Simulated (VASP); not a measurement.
# BN (P6_3/mmc) in VASP: relaxation of cell and atoms with PBE

Aim: the relaxation of cell and atoms of BN with PBE.

Everything below comes from runs of VASP 6.6.1. Logs are shortened: lines on timing, memory, paths and dates and some standing lists are left out, and cuts for length are marked.

### 1 The cell of the first run

It takes space group P6_3/mmc (No. 194, hexagonal). The conventional cell has a = 2.507 Å, b = 2.507 Å, c = 6.671 Å, α = 90.00°, β = 90.00°, γ = 120.00°. Within 1.9 Å of B (site symmetry -6m2) lie 3 N at 1.45 Å. N (site symmetry -6m2) has 3 B at 1.45 Å within 1.9 Å.

### 2 Relaxation of cell and atoms, PBE

Input file INCAR:

```
  PREC = Accurate
  ENCUT = 910
  EDIFF = 1E-7
  ISMEAR = 0
  SIGMA = 0.01
  LREAL = F
  LASPH = T
  NELM = 120
  ALGO = Normal
  ISIF = 3
  LWAVE = F
  LCHARG = F
  GGA = PE
  IBRION = 2
  NSW = 80
  EDIFFG = -0.002
  GGA_COMPAT = F
  NELMIN = 4
```

Input file KPOINTS:

```
Automatic mesh
0
Gamma
  12 12 4
```

Input file POSCAR:

```
BN
1.0
    2.5070000000      0.0000000000      0.0000000000
   -1.2535000000      2.1711256873      0.0000000000
    0.0000000000      0.0000000000      6.6710000000
B N
2 2
Direct
    0.3333333333      0.6666666667      0.0000000000
    0.6666666667      0.3333333333      0.5000000000
    0.6666666667      0.3333333333      0.0000000000
    0.3333333333      0.6666666667      0.5000000000
```

Potentials or basis: VASP PAW PBE potentials, release 64 (B_h, N_h).

Launch:

```bash
cat potpaw_PBE.64/B_h/POTCAR potpaw_PBE.64/N_h/POTCAR > POTCAR
mpirun -np 1 vasp_std > vasp.out
```

OUTCAR:

```text
PREC = Accurate
   ENCUT = 910
   EDIFF = 1E-7
   ISMEAR = 0
   LREAL = F
   LASPH = T
   NELM = 120
   ISIF = 3
   GGA = PE
   IBRION = 2
   NSW = 80
   EDIFFG = -0.002
   NELMIN = 4

 ion  position               nearest neighbor table
   1  0.333  0.667  0.000-   3 1.45   3 1.45   3 1.45
   2  0.667  0.333  0.500-   4 1.45   4 1.45   4 1.45
   3  0.667  0.333  0.000-   1 1.45   1 1.45   1 1.45
   4  0.333  0.667  0.500-   2 1.45   2 1.45   2 1.45

  LATTYP: Found a hexagonal cell.
 ALAT       =     2.5070000000
 C/A-ratio  =     2.6609493418

  Lattice vectors:

 A1 = (   2.5070000000,   0.0000000000,   0.0000000000)
 A2 = (  -1.2535000000,   2.1711256873,   0.0000000000)
 A3 = (   0.0000000000,   0.0000000000,   6.6710000000)

Analysis of symmetry for initial positions (statically):
=====================================================================
 Subroutine PRICEL returns:
 Original cell was already a primitive cell.

 Routine SETGRP: Setting up the symmetry group for a
 hexagonal supercell.

 Subroutine GETGRP returns: Found 24 space group operations
 (whereof 12 operations were pure point group operations)
 out of a pool of 24 trial point group operations.

The static configuration has the point symmetry D_3h.
 The point group associated with its full space group is D_6h.

Analysis of symmetry for dynamics (positions and initial velocities):
=====================================================================
 Subroutine PRICEL returns:
 Original cell was already a primitive cell.

 Routine SETGRP: Setting up the symmetry group for a
 hexagonal supercell.

 Subroutine GETGRP returns: Found 24 space group operations
 (whereof 12 operations were pure point group operations)
 out of a pool of 24 trial point group operations.

The dynamic configuration has the point symmetry D_3h.
 The point group associated with its full space group is D_6h.

 Subroutine INISYM returns: Found 24 space group operations
 (whereof 12 operations are pure point group operations),
 and found     1 'primitive' translations

----------------------------------------------------------------------------------------

                                     Primitive cell

  volume of cell :      36.3103

  direct lattice vectors                    reciprocal lattice vectors
     2.507000000  0.000000000  0.000000000     0.398883127  0.230295281  0.000000000
    -1.253500000  2.171125687  0.000000000     0.000000000  0.460590562  0.000000000
     0.000000000  0.000000000  6.671000000     0.000000000  0.000000000  0.149902563

  length of vectors
     2.507000000  2.507000000  6.671000000     0.460590562  0.460590562  0.149902563

  position of ions in fractional coordinates (direct lattice)
     0.333333333  0.666666667  0.000000000
     0.666666667  0.333333333  0.500000000
     0.666666667  0.333333333  0.000000000
     0.333333333  0.666666667  0.500000000

  ion indices of the primitive-cell ions
   primitive index   ion index
                 1           1
                 2           2
                 3           3
                 4           4

----------------------------------------------------------------------------------------

 KPOINTS: Automatic mesh

Automatic generation of k-mesh.
 Grid dimensions read from file:
 generate k-points for:   12   12    4

 Generating k-lattice:

  Cartesian coordinates                     Fractional coordinates (reciprocal lattice)
     0.033240261  0.019191273  0.000000000     0.083333333  0.000000000  0.000000000
     0.000000000  0.038382547  0.000000000     0.000000000  0.083333333  0.000000000
     0.000000000  0.000000000  0.037475641     0.000000000  0.000000000  0.250000000

  Length of vectors
     0.038382547  0.038382547  0.037475641

  Shift w.r.t. Gamma in fractional coordinates (k-lattice)
     0.000000000  0.000000000  0.000000000

 Subroutine IBZKPT returns following result:
 ===========================================

 Found     57 irreducible k-points:

 Following reciprocal coordinates:
            Coordinates               Weight
  0.000000  0.000000  0.000000      1.000000
  0.083333 -0.000000  0.000000      6.000000
  0.166667 -0.000000  0.000000      6.000000
  0.250000  0.000000  0.000000      6.000000
  0.333333 -0.000000  0.000000      6.000000
  0.416667 -0.000000  0.000000      6.000000
[... 16 lines left out ...]
  0.250000  0.000000  0.250000     12.000000
  0.333333 -0.000000  0.250000     12.000000
 [... further k-points ...]
   k-points           NKPTS =     57   k-points in BZ     NKDIM =     57   number of bands    NBANDS=     12
   number of dos      NEDOS =    301   number of ions     NIONS =      4
   total plane-waves  NPLWV =  54880
   dimension x,y,z NGX =    28 NGY =   28 NGZ =   70
   dimension x,y,z NGXF=    56 NGYF=   56 NGZF=  140
   ions per type =               2   2
   NGX,Y,Z   is equivalent  to a cutoff of  18.57, 18.57, 17.44 a.u.
   NGXF,Y,Z  is equivalent  to a cutoff of  37.14, 37.14, 34.89 a.u.
 SYSTEM =  unknown system
   PREC   = accura    normal or accurate (medium, high low for compatibility)
   ISTART =      0    job   : 0-new  1-cont  2-samecut
   ICHARG =      2    charge: 1-file 2-atom 10-const
   ISPIN  =      1    spin polarized calculation?
   LNONCOLLINEAR =      F non collinear calculations
   LSORBIT =      F    spin-orbit coupling
   LASPH  =      T    aspherical Exc in radial PAW
   ENCUT  =  910.0 eV  66.88 Ry    8.18 a.u.   6.17  6.17 16.41*2*pi/ulx,y,z
   NELM   =    120;   NELMIN=  4; NELMDL= -5     # of ELM steps
   EDIFF  = 0.1E-06   stopping-criterion for ELM
   LREAL  =      F    real-space projection
   EDIFFG = -.2E-02   stopping-criterion for IOM
   NSW    =     80    number of steps for IOM
   IBRION =      2    ionic relax: 0-MD 1-quasi-New 2-CG
   NFREE  =      1    steps in history (QN), initial steepest desc. (CG)
   ISIF   =      3    stress and relaxation
   ISYM   =      2    0-nonsym 1-usesym 2-fastsym
   POTIM  = 0.5000    time-step for ionic-motion
   TEBEG  =    0.0;   TEEND  =   0.0 temperature during run
   PSTRESS=    0.0 pullay stress
   NELECT =      16.0000    total number of electrons
   NUPDOWN=      -1.0000    fix difference up-down
   EMIN   =  10.00;   EMAX   =-10.00  energy-range for DOS
   EFERMI =   0.00;   METHOD = LEGACY
   ISMEAR =     0;   SIGMA  =   0.01  broadening in eV -4-tet -1-fermi 0-gaus
   EFERMI_NEDOS =   21; number of points for ismear=-14 and -15
   IALGO  =     38    algorithm
   IMIX   =      4    mixing-type and parameters
     AMIX     =   0.40;   BMIX     =  1.00
     AMIX_MAG =   1.60;   BMIX_MAG =  1.00
  volume/ion in A,a.u.               =       9.08        61.26
  Fermi-wavevector in a.u.,A,eV,Ry     =   1.245771  2.354165 21.115485  1.551944
  Thomas-Fermi vector in A             =   2.379978
   LORBIT       =      0    0 simple, 1 ext, 2 COOP (PROOUT), +10 PAW based schemes
   GGA     = PE    functional components
   LHFCALC =     F    Hartree Fock is set to
   AEXX    =    0.0000 exact exchange contribution
   IVDW    =     0    specifies the selected vdW correction
   LEPSILON=     F    determine dielectric tensor
   LRPA    =     F    only Hartree local field effects (RPA)
 conjugate gradient relaxation of ions
 non-spin polarized calculation
 Gauss-broadening in eV      SIGMA  =   0.01
  energy-cutoff  :      910.00
  volume of cell :       36.31
 maximum number of plane-waves:      2289
 NGX is ok and might be reduce to    28
   NGX = 13   NGY = 13   NGZ = 33

--------------------------------------- Ionic step        1  -------------------------------------------

 number of electron      16.0000000 magnetization

 Free energy of the ion-electron system (eV)
  ---------------------------------------------------
  ext. energy  EPLUGINS =         0.00000000
  ---------------------------------------------------
  free energy    TOTEN  =       -35.20208546 eV

  energy without entropy =      -35.20208546  energy(sigma->0) =      -35.20208546

------------------------ aborting loop because EDIFF is reached ----------------------------------------

  FORCE on cell =-STRESS in cart. coord.  units (eV):
  Direction    XX          YY          ZZ          XY          YZ          ZX
  --------------------------------------------------------------------------------------
  -------------------------------------------------------------------------------------
  Total        0.4092242      0.4092242      0.5536168      0.0000000      0.0000000      0.0000000
  in kB       18.0568366     18.0568366     24.4280954      0.0000000      0.0000000      0.0000000
  external PRESSURE =      20.1805895 kB  Pullay stress =       0.0000000 kB
[... 99 lines left out ...]
  energy  without entropy=      -35.2045028492  energy(sigma->0) =      -35.20450285

--------------------------------------- Ionic step        4  -------------------------------------------

 number of electron      15.9999999 magnetization

 E-fermi :   3.2195     XC(G=0): -10.0090

 val. band max:        3.1775715012   @ k =   0.3333   0.3333   0.5000
 cond. band min:       7.4600408498   @ k =   0.5000   0.0000   0.0000
 fundamental gap:      4.2824693485
 Fermi energy:         3.2195106139

 k-point     1 :       0.0000    0.0000    0.0000
  band No.  band energies     occupation
      1     -14.5334      2.00000
      2     -14.2728      2.00000
      3      -2.9067      2.00000
      4      -0.9359      2.00000
      5       1.8292      2.00000
      6       1.8292      2.00000
      7       1.8614      2.00000
      8       1.8614      2.00000
      9       8.3446      0.00000
     10      13.2649      0.00000
     11      14.6448      0.00000
     12      14.6448      0.00000
[... 331 lines left out ...]
 k-point    24 :       0.3333   -0.0000    0.2500
  band No.  band energies     occupation
      1     -12.5457      2.00000
      2     -12.4142      2.00000
      3      -3.6804      2.00000
      4      -3.6304      2.00000
      5      -0.3899      2.00000
      6      -0.3521      2.00000
      7       0.0738      2.00000
      8       1.1948      2.00000
      9       9.9952      0.00000
     10      10.5129      0.00000
     11      12.0192      0.00000
     12      13.2812      0.00000

 [... further k-points ...]

------------------------ aborting loop because EDIFF is reached ----------------------------------------

  FORCE on cell =-STRESS in cart. coord.  units (eV):
  Direction    XX          YY          ZZ          XY          YZ          ZX
  --------------------------------------------------------------------------------------
  -------------------------------------------------------------------------------------
  Total       -0.3066408     -0.3066408      0.4538927      0.0000000     -0.0000000      0.0000000
  in kB      -13.2962267    -13.2962267     19.6812057      0.0000000     -0.0000000      0.0000000
  external PRESSURE =      -2.3037493 kB  Pullay stress =       0.0000000 kB
[... 99 lines left out ...]
  energy  without entropy=      -35.2210465129  energy(sigma->0) =      -35.22104651

--------------------------------------- Ionic step        7  -------------------------------------------

 number of electron      16.0000000 magnetization

 Free energy of the ion-electron system (eV)
  ---------------------------------------------------
  ext. energy  EPLUGINS =         0.00000000
  ---------------------------------------------------
  free energy    TOTEN  =       -35.22141703 eV

  energy without entropy =      -35.22141703  energy(sigma->0) =      -35.22141703

 E-fermi :   2.7653     XC(G=0):  -9.6475

 val. band max:        2.7178364914   @ k =   0.3333   0.3333   0.5000
 cond. band min:       7.0909473810   @ k =   0.5000   0.0000   0.0000
 fundamental gap:      4.3731108896
 Fermi energy:         2.7652847495

 k-point     1 :       0.0000    0.0000    0.0000
  band No.  band energies     occupation
      1     -14.9802      2.00000
      2     -14.8137      2.00000
      3      -3.1799      2.00000
      4      -1.6973      2.00000
      5       1.3702      2.00000
      6       1.3702      2.00000
      7       1.3880      2.00000
      8       1.3880      2.00000
      9       7.6006      0.00000
     10      12.1695      0.00000
     11      14.2360      0.00000
     12      14.2360      0.00000
[... 331 lines left out ...]
 k-point    24 :       0.3333   -0.0000    0.2500
  band No.  band energies     occupation
      1     -13.0079      2.00000
      2     -12.9251      2.00000
      3      -4.1459      2.00000
      4      -4.1179      2.00000
      5      -0.8565      2.00000
      6      -0.8350      2.00000
      7      -0.2629      2.00000
      8       0.5711      2.00000
      9       9.5997      0.00000
     10       9.9518      0.00000
     11      11.3492      0.00000
     12      12.8342      0.00000

 [... further k-points ...]

------------------------ aborting loop because EDIFF is reached ----------------------------------------

  FORCE on cell =-STRESS in cart. coord.  units (eV):
  Direction    XX          YY          ZZ          XY          YZ          ZX
  --------------------------------------------------------------------------------------
  -------------------------------------------------------------------------------------
  Total        0.0042531      0.0042531      0.0005772      0.0000000     -0.0000000      0.0000000
  in kB        0.1749560      0.1749560      0.0237443      0.0000000     -0.0000000      0.0000000
  external PRESSURE =       0.1245521 kB  Pullay stress =       0.0000000 kB
[... 19 lines left out ...]
  FREE ENERGIE OF THE ION-ELECTRON SYSTEM (eV)
  ---------------------------------------------------
  free  energy   TOTEN  =       -35.2214170264 eV

  energy  without entropy=      -35.2214170264  energy(sigma->0) =      -35.22141703

 reached required accuracy - stopping structural energy minimisation
```

Run time: 2.9 min. Hardware: 1 thread of AMD EPYC 9R45 (Zen 5), shared host; peak memory 0.21 GiB.

What came out:

| Quantity | Value |
| --- | --- |
| Free energy | -35.2214 eV |
| Relaxed volume | 9.74 Å³/atom |
| Relaxed cell | a = 2.511 Å, b = 2.511 Å, c = 7.135 Å, α = 90.00°, β = 90.00°, γ = 120.00° |
| Space group after relaxing (to 0.1 Å) | P6_3/mmc (No. 194) |
| Energy gained by relaxing | 4.8 meV/atom |
| Ionic steps | 7 |
| Pressure after relaxing | 0.0 GPa |
| Band gap on the k mesh | 4.37 eV (least direct gap 4.64 eV) |

The path:
```tsv
step	energy change (eV)	largest force (eV/Å)	pressure (GPa)	volume (Å³)
1	0.0000	0.0000	2.02	36.31
2	-0.0016	0.0000	-1.59	36.91
3	-0.0024	0.0000	-0.26	36.69
4	-0.0062	0.0000	-0.23	36.95
5	-0.0145	0.0000	-0.13	37.73
6	-0.0190	0.0000	0.05	39.29
7	-0.0193	0.0000	0.01	38.95
```

Final structure:
```
CELL_PARAMETERS angstrom
2.51056 0.00000 0.00000
-1.25528 2.17421 0.00000
0.00000 0.00000 7.13538
ATOMIC_POSITIONS crystal
B 0.33333 0.66667 0.00000
B 0.66667 0.33333 0.50000
N 0.66667 0.33333 0.00000
N 0.33333 0.66667 0.50000
```

Levels at points of the mesh, in eV from the valence-band top:
```tsv
k point	band 4	band 5	band 6	band 7	band 8	band 9	band 10	band 11	band 12
(0.00, 0.00, 0.00)	-4.42	-1.35	-1.35	-1.33	-1.33	4.88	9.45	11.52	11.52
(0.50, 0.00, 0.00)	-8.83	-4.13	-4.10	-1.25	-0.57	4.37	5.36	9.43	9.91
(0.00, 0.00, 0.50)	-5.23	-1.34	-1.34	-1.34	-1.34	6.86	6.86	11.55	11.55
(0.50, 0.00, 0.50)	-8.85	-4.11	-4.11	-0.90	-0.90	4.74	4.74	9.79	9.79
```

Caveat: the cutoff is under 1.25 times the usual one of these potentials, so pressure, stress and relaxed cells hold a basis-set (Pulay) error; this functional lacks dispersion, which binds the layers, so the pressure and a relaxed spacing across them are unreliable.
